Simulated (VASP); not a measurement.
# AlN (Pm) in VASP: notebook

Runs on AlN. Level: PBE. Tasks: single point.

Program: VASP 6.6.1. These are calculated values, not measurements. Logs are shortened: lines on timing, memory, paths and dates and some standing lists are left out, and cuts for length are marked.

**1. The cell of the first run**

Symmetry: Pm, No. 6, monoclinic system. The conventional cell has a = 3.313 Å, b = 4.187 Å, c = 5.739 Å, α = 90.00°, β = 90.00°, γ = 90.00°. Al (site symmetry m) has 2 N at 1.44 to 1.94 Å within 2.0 Å. Within 2.5 Å of Al (site symmetry m) lie 5 N at 1.91 to 2.09 Å. Within 2.6 Å of Al (site symmetry m) lie 5 N at 1.91 to 2.09 Å and 2 Al at 2.54 Å. Within 2.5 Å of Al (site symmetry m) lie 5 N at 1.91 to 2.09 Å. Within 2.5 Å of N (site symmetry m) lie 5 Al at 1.91 to 2.20 Å. N (site symmetry m) has 5 Al at 1.91 to 2.09 Å within 2.5 Å. Within 2.0 Å of N (site symmetry m) lie 2 Al at 1.44 to 1.91 Å. Within 2.5 Å of N (site symmetry m) lie 5 Al at 1.91 to 2.09 Å.

**2. Single point, PBE (atom 1 (Al) moved by +0.252 Å along [1 0 0] and -0.630 Å along [1 2 0])**

The input, INCAR:

```
SYSTEM = AlN
  ALGO = Normal
  EDIFF = 1E-7
  ENCUT = 520
  GGA = PE
  ISIF = 2
  ISMEAR = 0
  LASPH = .True.
  LCHARG = .False.
  LREAL = .False.
  LWAVE = .False.
  NBANDS = 26
  NELM = 60
  PREC = Accurate
  SIGMA = 0.05
```

The input, KPOINTS:

```
k-points
0
Gamma
  8 6 4
  0 0 0
```

The input, POSCAR:

```
AlN
1.0
   -1.6567491617      2.8695737234      0.0000000000
    0.0000000000      0.0000000000      4.1874629526
    4.9702474850      2.8695737234      0.0000000000
Al N
4 4
Direct
    0.2973151217      0.7500000000      0.1498067412
    0.0000000000      0.7500000000      0.6666666667
    0.0000000000      0.2500000000      0.3333333333
    0.5000000000      0.2500000000      0.8333333333
    0.5000000000      0.2500000000      0.1666666667
    0.0000000000      0.2500000000      0.6666666667
    0.0000000000      0.7500000000      0.3333333333
    0.5000000000      0.7500000000      0.8333333333
```

Potentials or basis: VASP PAW PBE potentials, release 64 (Al, N).

Started as:

```bash
cat potpaw_PBE.64/Al/POTCAR potpaw_PBE.64/N/POTCAR > POTCAR
mpirun -np 1 vasp_std > vasp.out
```

OUTCAR:

```text
SYSTEM = AlN
   EDIFF = 1E-7
   ENCUT = 520
   GGA = PE
   ISIF = 2
   ISMEAR = 0
   LASPH = .True.
   LREAL = .False.
   NELM = 60
   PREC = Accurate

 ion  position               nearest neighbor table
   1  0.297  0.750  0.150-   7 1.44   8 1.94   5 2.20   5 2.20   3 2.54   3 2.54   7 2.56   4 2.85
                             4 2.85   2 2.94   2 3.13   3 3.30   3 3.30
   2  0.000  0.750  0.667-   8 1.91   8 1.91   7 1.91   6 2.09   6 2.09   4 2.84   4 2.84   4 2.84
                             4 2.84   3 2.84   3 2.84   1 2.94   1 3.13
   3  0.000  0.250  0.333-   5 1.91   5 1.91   6 1.91   7 2.09   7 2.09   1 2.54   1 2.54   2 2.84
                             2 2.84   1 3.30   1 3.30   4 3.31   4 3.31   4 3.31   4 3.31
   4  0.500  0.250  0.833-   6 1.91   6 1.91   5 1.91   8 2.09   8 2.09   2 2.84   2 2.84   2 2.84
                             2 2.84   1 2.85   1 2.85   3 3.31   3 3.31   3 3.31   3 3.31
   5  0.500  0.250  0.167-   3 1.91   3 1.91   4 1.91   1 2.20   1 2.20
   6  0.000  0.250  0.667-   4 1.91   4 1.91   3 1.91   2 2.09   2 2.09
   7  0.000  0.750  0.333-   1 1.44   2 1.91   3 2.09   3 2.09   1 2.56
   8  0.500  0.750  0.833-   2 1.91   2 1.91   1 1.94   4 2.09   4 2.09

  LATTYP: Found a simple orthorhombic cell.
 ALAT       =     3.3134983233
 B/A-ratio  =     1.2637588868
 C/A-ratio  =     1.7320508076

  Lattice vectors:

 A1 = (  -1.6567491617,   2.8695737234,   0.0000000000)
 A2 = (   0.0000000000,   0.0000000000,   4.1874629526)
 A3 = (   4.9702474850,   2.8695737234,   0.0000000000)

Analysis of symmetry for initial positions (statically):
=====================================================================
 Subroutine PRICEL returns:
 Original cell was already a primitive cell.

 Routine SETGRP: Setting up the symmetry group for a
 simple orthorhombic supercell.

 Subroutine GETGRP returns: Found  2 space group operations
 (whereof  1 operations were pure point group operations)
 out of a pool of  8 trial point group operations.

The static configuration has the point symmetry C_1 .
 The point group associated with its full space group is C_1h.

Analysis of symmetry for dynamics (positions and initial velocities):
=====================================================================
 Subroutine PRICEL returns:
 Original cell was already a primitive cell.

 Routine SETGRP: Setting up the symmetry group for a
 simple orthorhombic supercell.

 Subroutine GETGRP returns: Found  2 space group operations
 (whereof  1 operations were pure point group operations)
 out of a pool of  8 trial point group operations.

The dynamic configuration has the point symmetry C_1 .
 The point group associated with its full space group is C_1h.

 Subroutine INISYM returns: Found  2 space group operations
 (whereof  1 operations are pure point group operations),
 and found     1 'primitive' translations

----------------------------------------------------------------------------------------

                                     Primitive cell

  volume of cell :      79.6315

  direct lattice vectors                    reciprocal lattice vectors
    -1.656749162  2.869573723  0.000000000    -0.150897919  0.261362862  0.000000000
     0.000000000  0.000000000  4.187462953     0.000000000  0.000000000  0.238808083
     4.970247485  2.869573723  0.000000000     0.150897919  0.087120954  0.000000000

  length of vectors
     3.313498323  4.187462953  5.739147447     0.301795837  0.238808083  0.174241908

  position of ions in fractional coordinates (direct lattice)
     0.297315122  0.750000000  0.149806741
     0.000000000  0.750000000  0.666666667
     0.000000000  0.250000000  0.333333333
     0.500000000  0.250000000  0.833333333
     0.500000000  0.250000000  0.166666667
     0.000000000  0.250000000  0.666666667
     0.000000000  0.750000000  0.333333333
     0.500000000  0.750000000  0.833333333

  ion indices of the primitive-cell ions
   primitive index   ion index
                 1           1
                 2           2
                 3           3
                 4           4
                 5           5
                 6           6
                 7           7
                 8           8

----------------------------------------------------------------------------------------

 KPOINTS: k-points

Automatic generation of k-mesh.
 Grid dimensions read from file:
 generate k-points for:    8    6    4

 Generating k-lattice:

  Cartesian coordinates                     Fractional coordinates (reciprocal lattice)
    -0.018862240  0.032670358  0.000000000     0.125000000  0.000000000  0.000000000
     0.000000000  0.000000000  0.039801347     0.000000000  0.166666667  0.000000000
     0.037724480  0.021780238  0.000000000     0.000000000  0.000000000  0.250000000

  Length of vectors
     0.037724480  0.039801347  0.043560477

  Shift w.r.t. Gamma in fractional coordinates (k-lattice)
     0.000000000  0.000000000  0.000000000

 Subroutine IBZKPT returns following result:
 ===========================================

 Found     72 irreducible k-points:

 Following reciprocal coordinates:
            Coordinates               Weight
  0.000000  0.000000  0.000000      1.000000
  0.125000  0.000000 -0.000000      2.000000
  0.250000  0.000000 -0.000000      2.000000
  0.375000  0.000000 -0.000000      2.000000
  0.500000  0.000000 -0.000000      1.000000
  0.000000  0.166667  0.000000      2.000000
[... 16 lines left out ...]
  0.125000  0.000000 -0.250000      2.000000
  0.250000  0.000000  0.250000      2.000000
 [... further k-points ...]
   k-points           NKPTS =     72   k-points in BZ     NKDIM =     72   number of bands    NBANDS=     26
   number of dos      NEDOS =    301   number of ions     NIONS =      8
   total plane-waves  NPLWV =  43008
   dimension x,y,z NGX =    28 NGY =   32 NGZ =   48
   dimension x,y,z NGXF=    56 NGYF=   64 NGZF=   96
   ions per type =               4   4
   NGX,Y,Z   is equivalent  to a cutoff of  14.05, 12.70, 13.90 a.u.
   NGXF,Y,Z  is equivalent  to a cutoff of  28.10, 25.41, 27.81 a.u.
 SYSTEM =  AlN
   PREC   = accura    normal or accurate (medium, high low for compatibility)
   ISTART =      0    job   : 0-new  1-cont  2-samecut
   ICHARG =      2    charge: 1-file 2-atom 10-const
   ISPIN  =      1    spin polarized calculation?
   LNONCOLLINEAR =      F non collinear calculations
   LSORBIT =      F    spin-orbit coupling
   LASPH  =      T    aspherical Exc in radial PAW
   ENCUT  =  520.0 eV  38.22 Ry    6.18 a.u.   6.16  7.79 10.67*2*pi/ulx,y,z
   NELM   =     60;   NELMIN=  2; NELMDL= -5     # of ELM steps
   EDIFF  = 0.1E-06   stopping-criterion for ELM
   LREAL  =      F    real-space projection
   EDIFFG = 0.1E-05   stopping-criterion for IOM
   NSW    =      0    number of steps for IOM
   IBRION =     -1    ionic relax: 0-MD 1-quasi-New 2-CG
   NFREE  =      0    steps in history (QN), initial steepest desc. (CG)
   ISIF   =      2    stress and relaxation
   ISYM   =      2    0-nonsym 1-usesym 2-fastsym
   POTIM  = 0.5000    time-step for ionic-motion
   TEBEG  =    0.0;   TEEND  =   0.0 temperature during run
   PSTRESS=    0.0 pullay stress
   NELECT =      32.0000    total number of electrons
   NUPDOWN=      -1.0000    fix difference up-down
   EMIN   =  10.00;   EMAX   =-10.00  energy-range for DOS
   EFERMI =   0.00;   METHOD = LEGACY
   ISMEAR =     0;   SIGMA  =   0.05  broadening in eV -4-tet -1-fermi 0-gaus
   EFERMI_NEDOS =   21; number of points for ismear=-14 and -15
   IALGO  =     38    algorithm
   IMIX   =      4    mixing-type and parameters
     AMIX     =   0.40;   BMIX     =  1.00
     AMIX_MAG =   1.60;   BMIX_MAG =  1.00
  volume/ion in A,a.u.               =       9.95        67.17
  Fermi-wavevector in a.u.,A,eV,Ry     =   1.208082  2.282944 19.857191  1.459462
  Thomas-Fermi vector in A             =   2.343701
   LORBIT       =      0    0 simple, 1 ext, 2 COOP (PROOUT), +10 PAW based schemes
   GGA     = PE    functional components
   LHFCALC =     F    Hartree Fock is set to
   AEXX    =    0.0000 exact exchange contribution
   IVDW    =     0    specifies the selected vdW correction
   LEPSILON=     F    determine dielectric tensor
   LRPA    =     F    only Hartree local field effects (RPA)
 non-spin polarized calculation
 Gauss-broadening in eV      SIGMA  =   0.05
  energy-cutoff  :      520.00
  volume of cell :       79.63
 maximum number of plane-waves:      2174
 NGX is ok and might be reduce to    28
   NGX = 13   NGY = 15   NGZ = 21

 number of electron      31.9999993 magnetization

 Free energy of the ion-electron system (eV)
  ---------------------------------------------------
  ext. energy  EPLUGINS =         0.00000000
  ---------------------------------------------------
  free energy    TOTEN  =       -54.46590776 eV

  energy without entropy =      -54.46590776  energy(sigma->0) =      -54.46590776

 E-fermi :   8.1767     XC(G=0): -11.1429

 val. band max:        7.8800199165   @ k =   0.0000   0.0000   0.0000
 cond. band min:      10.4160124338   @ k =   0.0000   0.0000   0.0000
 fundamental gap:      2.5359925173
 Fermi energy:         8.1766623340

 k-point     1 :       0.0000    0.0000    0.0000
  band No.  band energies     occupation
      1      -8.9080      2.00000
      2      -7.0628      2.00000
      3      -5.9091      2.00000
      4      -5.3214      2.00000
      5       1.0292      2.00000
      6       1.3045      2.00000
[... 18 lines left out ...]
     25      17.3877      0.00000
     26      18.5667      0.00000

 k-point     2 :       0.1250    0.0000   -0.0000
  band No.  band energies     occupation
      1      -8.7774      2.00000
      2      -6.9651      2.00000
      3      -5.9483      2.00000
      4      -5.3165      2.00000
      5       1.1703      2.00000
      6       1.2886      2.00000
[... 18 lines left out ...]
     25      17.9561      0.00000
[... 608 lines left out ...]
     25      17.3955      0.00000
     26      17.7073      0.00000

 k-point    24 :       0.2500    0.0000    0.2500
  band No.  band energies     occupation
      1      -8.2612      2.00000
      2      -7.1121      2.00000
      3      -5.8421      2.00000
      4      -5.3464      2.00000
      5       1.5179      2.00000
      6       1.7376      2.00000
[... 18 lines left out ...]
     25      17.5334      0.00000
     26      17.8299      0.00000

 [... further k-points ...]
[... 5 lines left out ...]
  --------------------------------------------------------------------------------------
  -------------------------------------------------------------------------------------
  Total       24.3021295     -0.2328737      0.8432691     -4.8748647      0.0000000      0.0000000
  in kB      488.9560212     -4.6853913     16.9664769    -98.0817111      0.0000000      0.0000000
  external PRESSURE =     167.0790356 kB  Pullay stress =       0.0000000 kB

 VOLUME and BASIS-vectors are now :
 -----------------------------------------------------------------------------
  energy-cutoff  :      520.00
  volume of cell :       79.63
      direct lattice vectors                 reciprocal lattice vectors
    -1.656749162  2.869573723  0.000000000    -0.150897919  0.261362862  0.000000000
     0.000000000  0.000000000  4.187462953     0.000000000  0.000000000  0.238808083
     4.970247485  2.869573723  0.000000000     0.150897919  0.087120954  0.000000000

 POSITION                                       TOTAL-FORCE (eV/Angst)
 -----------------------------------------------------------------------------------
      0.25200      1.28305      3.14060       -18.678327      7.270459      0.000000
      3.31350      1.91305      3.14060        -0.726396     -0.753474      0.000000
      1.65675      0.95652      1.04687         1.006198     -0.637784      0.000000
      3.31350      3.82610      1.04687        -0.046414      0.376137      0.000000
      0.00000      1.91305      1.04687         0.349350     -1.491013      0.000000
      3.31350      1.91305      1.04687         0.086185      0.002514      0.000000
      1.65675      0.95652      3.14060        17.420632     -4.131967      0.000000
      3.31350      3.82610      3.14060         0.588772     -0.634872      0.000000
 -----------------------------------------------------------------------------------
    total drift:                               -0.000579      0.000255      0.000000

  FREE ENERGIE OF THE ION-ELECTRON SYSTEM (eV)
  ---------------------------------------------------
  free  energy   TOTEN  =       -54.4659077572 eV

  energy  without entropy=      -54.4659077572  energy(sigma->0) =      -54.46590776
```

Run time: 1.8 min. Hardware: 1 thread of AMD EPYC 9R45 (Zen 5), shared host; peak memory 0.22 GiB.

Results:

- Free energy: -54.4659 eV
- Pressure: 16.7 GPa
- Largest force: 20.043 eV/Å
- Band gap on the k mesh: 2.54 eV

Forces in eV/Å, atoms in the order of the input:
```
Al  -18.678   7.270   0.000
Al   -0.726  -0.753   0.000
Al    1.006  -0.638   0.000
Al   -0.046   0.376   0.000
N     0.349  -1.491   0.000
N     0.086   0.003   0.000
N    17.421  -4.132   0.000
N     0.589  -0.635   0.000
```

Caveat: the cell differs from its parent crystal (atom 1 (Al) moved by +0.252 Å along [1 0 0] and -0.630 Å along [1 2 0]); the stress differs along the axes, from -0 to 49 GPa; forces of over 1 eV/Å act on the atoms, so gaps and moduli don't describe the material at rest.

(Part 1 of 2 ends here.)
